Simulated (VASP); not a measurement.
# Ir (P6_3/mmc) in VASP: vibrations by perturbation theory with LDA

Aim: the vibrations by perturbation theory of Ir with LDA.

Program: VASP 6.6.1. These are calculated values, not measurements. Logs are shortened: lines on timing, memory, paths and dates and some standing lists are left out, and cuts for length are marked.

## Step 1: The cell of the first run

The structure is hexagonal, space group P6_3/mmc (No. 194). The conventional cell has a = 2.751 Å, b = 2.751 Å, c = 4.462 Å, α = 90.00°, β = 90.00°, γ = 120.00°. Ir (site symmetry -6m2) has 12 Ir at 2.74 to 2.75 Å within 3.6 Å.

## Step 2: Vibrations by perturbation theory, LDA

INCAR

```
PREC = Accurate
ENCUT = 520
EDIFF = 1E-8
ISMEAR = 1
SIGMA = 0.15
LREAL = False
LASPH = True
NELM = 100
ALGO = Normal
ISIF = 2
LWAVE = False
LCHARG = False
IBRION = 8
NSW = 1
```

KPOINTS

```
regular mesh
0
Gamma
  12 12 8
```

POSCAR

```
Ir
1.0
    2.7513780000      0.0000000000      0.0000000000
   -1.3756890000      2.3827630000      0.0000000000
    0.0000000000      0.0000000000      4.4622900000
Ir
2
Direct
    0.6666666667      0.3333333333      0.7500000000
    0.3333333333      0.6666666667      0.2500000000
```

Potentials or basis: VASP PAW LDA potentials, release 64 (Ir).

On the command line:

```sh
cat potpaw_LDA.64/Ir/POTCAR > POTCAR
mpirun -np 1 vasp_std > vasp.out
```

OUTCAR:

```text
PREC = Accurate
   ENCUT = 520
   EDIFF = 1E-8
   ISMEAR = 1
   LREAL = False
   LASPH = True
   NELM = 100
   ISIF = 2
   IBRION = 8
   NSW = 1

 ion  position               nearest neighbor table
   1  0.667  0.333  0.750-   2 2.74   2 2.74   2 2.74   2 2.74   2 2.74   2 2.74
   2  0.333  0.667  0.250-   1 2.74   1 2.74   1 2.74   1 2.74   1 2.74   1 2.74

  LATTYP: Found a hexagonal cell.
 ALAT       =     2.7513780000
 C/A-ratio  =     1.6218382207

  Lattice vectors:

 A1 = (   2.7513780000,   0.0000000000,   0.0000000000)
 A2 = (  -1.3756890000,   2.3827630000,   0.0000000000)
 A3 = (   0.0000000000,   0.0000000000,   4.4622900000)

Analysis of symmetry for initial positions (statically):
=====================================================================
 Subroutine PRICEL returns:
 Original cell was already a primitive cell.

 Routine SETGRP: Setting up the symmetry group for a
 hexagonal supercell.

 Subroutine GETGRP returns: Found 24 space group operations
 (whereof 12 operations were pure point group operations)
 out of a pool of 24 trial point group operations.

The static configuration has the point symmetry D_3d.
 The point group associated with its full space group is D_6h.

Analysis of symmetry for dynamics (positions and initial velocities):
=====================================================================
 Subroutine PRICEL returns:
 Original cell was already a primitive cell.

 Routine SETGRP: Setting up the symmetry group for a
 hexagonal supercell.

 Subroutine GETGRP returns: Found 24 space group operations
 (whereof 12 operations were pure point group operations)
 out of a pool of 24 trial point group operations.

The dynamic configuration has the point symmetry D_3d.
 The point group associated with its full space group is D_6h.

 Subroutine INISYM returns: Found 24 space group operations
 (whereof 12 operations are pure point group operations),
 and found     1 'primitive' translations

----------------------------------------------------------------------------------------

                                     Primitive cell

  volume of cell :      29.2542

  direct lattice vectors                    reciprocal lattice vectors
     2.751378000  0.000000000  0.000000000     0.363454240  0.209840425  0.000000000
    -1.375689000  2.382763000  0.000000000     0.000000000  0.419680850  0.000000000
     0.000000000  0.000000000  4.462290000     0.000000000  0.000000000  0.224100182

  length of vectors
     2.751378000  2.751377789  4.462290000     0.419680817  0.419680850  0.224100182

  position of ions in fractional coordinates (direct lattice)
     0.666666667  0.333333333  0.750000000
     0.333333333  0.666666667  0.250000000

  ion indices of the primitive-cell ions
   primitive index   ion index
                 1           1
                 2           2

----------------------------------------------------------------------------------------

 KPOINTS: regular mesh

Automatic generation of k-mesh.
 Grid dimensions read from file:
 generate k-points for:   12   12    8

 Generating k-lattice:

  Cartesian coordinates                     Fractional coordinates (reciprocal lattice)
     0.030287853  0.017486702  0.000000000     0.083333333  0.000000000  0.000000000
     0.000000000  0.034973404  0.000000000     0.000000000  0.083333333  0.000000000
     0.000000000  0.000000000  0.028012523     0.000000000  0.000000000  0.125000000

  Length of vectors
     0.034973401  0.034973404  0.028012523

  Shift w.r.t. Gamma in fractional coordinates (k-lattice)
     0.000000000  0.000000000  0.000000000

 Subroutine IBZKPT returns following result:
 ===========================================

 Found     95 irreducible k-points:

 Following reciprocal coordinates:
            Coordinates               Weight
  0.000000  0.000000  0.000000      1.000000
  0.083333 -0.000000  0.000000      6.000000
  0.166667 -0.000000  0.000000      6.000000
  0.250000  0.000000  0.000000      6.000000
  0.333333  0.000000  0.000000      6.000000
  0.416667 -0.000000  0.000000      6.000000
[... 16 lines left out ...]
  0.250000  0.000000  0.125000     12.000000
  0.333333  0.000000  0.125000     12.000000
 [... further k-points ...]
   k-points           NKPTS =     95   k-points in BZ     NKDIM =     95   number of bands    NBANDS=     13
   number of dos      NEDOS =    301   number of ions     NIONS =      2
[... 29 lines left out ...]
   EMIN   =  10.00;   EMAX   =-10.00  energy-range for DOS
   EFERMI =   0.00;   METHOD = LEGACY
   ISMEAR =     1;   SIGMA  =   0.15  broadening in eV -4-tet -1-fermi 0-gaus
   EFERMI_NEDOS =   21; number of points for ismear=-14 and -15
   IALGO  =     38    algorithm
   IMIX   =      4    mixing-type and parameters
     AMIX     =   0.40;   BMIX     =  1.00
     AMIX_MAG =   1.60;   BMIX_MAG =  1.00
  volume/ion in A,a.u.               =      14.63        98.71
  Fermi-wavevector in a.u.,A,eV,Ry     =   1.392417  2.631287 26.379323  1.938826
  Thomas-Fermi vector in A             =   2.516162
   LORBIT       =      0    0 simple, 1 ext, 2 COOP (PROOUT), +10 PAW based schemes
   GGA     = CA    functional components
   LHFCALC =     F    Hartree Fock is set to
   AEXX    =    0.0000 exact exchange contribution
   IVDW    =     0    specifies the selected vdW correction
   LEPSILON=     F    determine dielectric tensor
   LRPA    =     F    only Hartree local field effects (RPA)
 non-spin polarized calculation
 Methfessel and Paxton  Order N= 1 SIGMA  =   0.15
  energy-cutoff  :      520.00
  volume of cell :       29.25
 maximum number of plane-waves:       801
   NGX = 11   NGY = 11   NGZ = 17

--------------------------------------- Ionic step        1  -------------------------------------------

 number of electron      18.0000000 magnetization

 Free energy of the ion-electron system (eV)
  ---------------------------------------------------
  ext. energy  EPLUGINS =         0.00000000
  ---------------------------------------------------
  free energy    TOTEN  =       -20.44269048 eV

  energy without entropy =      -20.44179340  energy(sigma->0) =      -20.44239145

 E-fermi :   9.8478     XC(G=0): -13.9465

 val. band max:        9.8460682429   @ k =   0.3333   0.2500   0.1250
 cond. band min:       9.8478901920   @ k =   0.2500   0.1667   0.0000
 fundamental gap:      0.0018219492
 Fermi energy:         9.8478403586

 k-point     1 :       0.0000    0.0000    0.0000
  band No.  band energies     occupation
      1      -1.0206      2.00000
      2       1.9887      2.00000
      3       6.0638      2.00000
      4       6.1653      2.00000
      5       6.1653      2.00000
      6       6.7911      2.00000
      7       6.7911      2.00000
      8       7.5659      2.00000
      9       7.5659      2.00000
     10       9.1553      2.00000
     11      10.1054     -0.03564
     12      10.1054     -0.03564
     13      16.6204      0.00000
[... 354 lines left out ...]
  band No.  band energies     occupation
      1       1.9997      2.00000
      2       3.0981      2.00000
      3       4.0851      2.00000
      4       5.2052      2.00000
      5       6.2962      2.00000
      6       6.3289      2.00000
      7       7.0629      2.00000
      8       9.1807      2.00000
      9       9.1963      2.00000
     10       9.3905      2.00014
     11      10.5929     -0.00000
     12      15.1831      0.00000
     13      18.1638      0.00000

 [... further k-points ...]

------------------------ aborting loop because EDIFF is reached ----------------------------------------

  FORCE on cell =-STRESS in cart. coord.  units (eV):
  Direction    XX          YY          ZZ          XY          YZ          ZX
  --------------------------------------------------------------------------------------
  -------------------------------------------------------------------------------------
  Total       -2.9890653     -2.9890647     -2.8205795      0.0000000      0.0000000      0.0000000
  in kB     -163.7031685   -163.7031350   -154.4756496      0.0000000      0.0000000      0.0000000
  external PRESSURE =    -160.6273177 kB  Pullay stress =       0.0000000 kB

 VOLUME and BASIS-vectors are now :
 -----------------------------------------------------------------------------
  energy-cutoff  :      520.00
  volume of cell :       29.25
      direct lattice vectors                 reciprocal lattice vectors
     2.751378000  0.000000000  0.000000000     0.363454240  0.209840425  0.000000000
    -1.375689000  2.382763000  0.000000000     0.000000000  0.419680850  0.000000000
     0.000000000  0.000000000  4.462290000     0.000000000  0.000000000  0.224100182

 POSITION                                       TOTAL-FORCE (eV/Angst)
 -----------------------------------------------------------------------------------
      1.37569      0.79425      3.34672         0.000000      0.000000      0.000000
     -0.00000      1.58851      1.11557        -0.000000     -0.000000      0.000000
 -----------------------------------------------------------------------------------
    total drift:                               -0.000000      0.000000     -0.000000

  FREE ENERGIE OF THE ION-ELECTRON SYSTEM (eV)
  ---------------------------------------------------
  free  energy   TOTEN  =       -20.4426904824 eV

  energy  without entropy=      -20.4417933989  energy(sigma->0) =      -20.44239145

[... ionic steps 2 to 3 ...]

--------------------------------------- Ionic step        4  -------------------------------------------

------------------------ aborting loop because EDIFF is reached ----------------------------------------

[... ionic steps 5 to 5 ...]

--------------------------------------- Ionic step        6  -------------------------------------------

 Free energy of the ion-electron system (eV)
  ---------------------------------------------------
  ---------------------------------------------------
  free energy    TOTEN  =        -0.21460440 eV

  energy without entropy =       -0.21460440

------------------------ aborting loop because EDIFF is reached ----------------------------------------

 INTERNAL STRAIN TENSOR  FOR ION    1  DIRECTION 3   (eV/Angst):
 -----------------------------------------------------------------------------
     0.07997 -0.00000  0.00000
     0.00000  0.07997 -0.00000
     0.00000 -0.00000 -0.15122

 INTERNAL STRAIN TENSOR FOR ION    2 for displacements in x,y,z  (eV/Angst):
          X           Y           Z          XY          YZ          ZX
  --------------------------------------------------------------------------------
  x    -0.00000     0.00000     0.00000    -1.84625     0.00000     0.00000
  y    -1.84625     1.84625     0.00000     0.00000     0.00000     0.00000
  z    -0.00000     0.00000     0.00000     0.00000     0.00000     0.00000

 SECOND DERIVATIVES (NOT SYMMETRIZED)
 ------------------------------------
               1X          1Y          1Z          2X          2Y          2Z
  1X    -5.006121    0.000000    0.000000    5.006121    0.000000    0.000000
  1Y     0.000000   -5.006120    0.000000    0.000000    5.006120    0.000000
  1Z    -0.000000    0.000000  -12.608658    0.000000    0.000000   12.608658
  2X     5.006121    0.000000    0.000000   -5.006121    0.000000    0.000000
  2Y     0.000000    5.006120    0.000000    0.000000   -5.006120    0.000000
  2Z     0.000000    0.000000   12.608658   -0.000000    0.000000  -12.608658

 Eigenvectors and eigenvalues of the dynamical matrix
 ----------------------------------------------------

   1 f  =    5.662404 THz    35.577935 2PiTHz  188.877472 cm-1    23.417811 meV
             X         Y         Z           dx          dy          dz
      1.375689  0.794254  3.346718    -0.000000    0.000000   -0.707107
     -0.000000  1.588509  1.115573     0.000000    0.000000    0.707107
[... 11 lines left out ...]
   4 f  =    0.000000 THz     0.000000 2PiTHz    0.000000 cm-1     0.000000 meV
             X         Y         Z           dx          dy          dz
      1.375689  0.794254  3.346718     0.000000    0.000000    0.707107
     -0.000000  1.588509  1.115573    -0.000000    0.000000    0.707107

   5 f/i=    0.000000 THz     0.000000 2PiTHz    0.000001 cm-1     0.000000 meV
             X         Y         Z           dx          dy          dz
      1.375689  0.794254  3.346718     0.397208   -0.585001    0.000000
     -0.000000  1.588509  1.115573     0.397208   -0.585001    0.000000

   6 f/i=    0.000000 THz     0.000000 2PiTHz    0.000002 cm-1     0.000000 meV
             X         Y         Z           dx          dy          dz
      1.375689  0.794254  3.346718     0.585001    0.397208    0.000000
     -0.000000  1.588509  1.115573     0.585001    0.397208    0.000000

--------------------------------------------------------------------------------------------------------

 ELASTIC MODULI CONTR FROM IONIC RELAXATION (kBar)
 Direction    XX          YY          ZZ          XY          YZ          ZX
 --------------------------------------------------------------------------------
 XX         -37.2906     37.2906      0.0000     -0.0000      0.0000      0.0000
 YY          37.2906    -37.2906     -0.0000     -0.0000     -0.0000      0.0000
 ZZ           0.0000     -0.0000     -0.0000     -0.0000     -0.0000      0.0000
 XY          -0.0000     -0.0000     -0.0000    -37.2906     -0.0000      0.0000
 YZ           0.0000     -0.0000     -0.0000     -0.0000     -0.0000      0.0000
 ZX           0.0000      0.0000      0.0000      0.0000      0.0000      0.0000
 --------------------------------------------------------------------------------
```

It used 290 s of CPU time on 1 thread of AMD EPYC 7R13 Processor (Zen 3) (shared host).

Results:

| Quantity | Value |
| --- | --- |
| Highest phonon frequency at Γ | 189 cm⁻¹ |

Phonon frequencies in cm⁻¹ (negative: imaginary):
| q point | frequencies |
| --- | --- |
| (0.000, 0.000, 0.000) | 0 0 0 119 119 189 |

Caveat: the cell wasn't relaxed at this level first, which shifts response properties; spin-orbit coupling is left out, which moves the levels of the heavy elements.
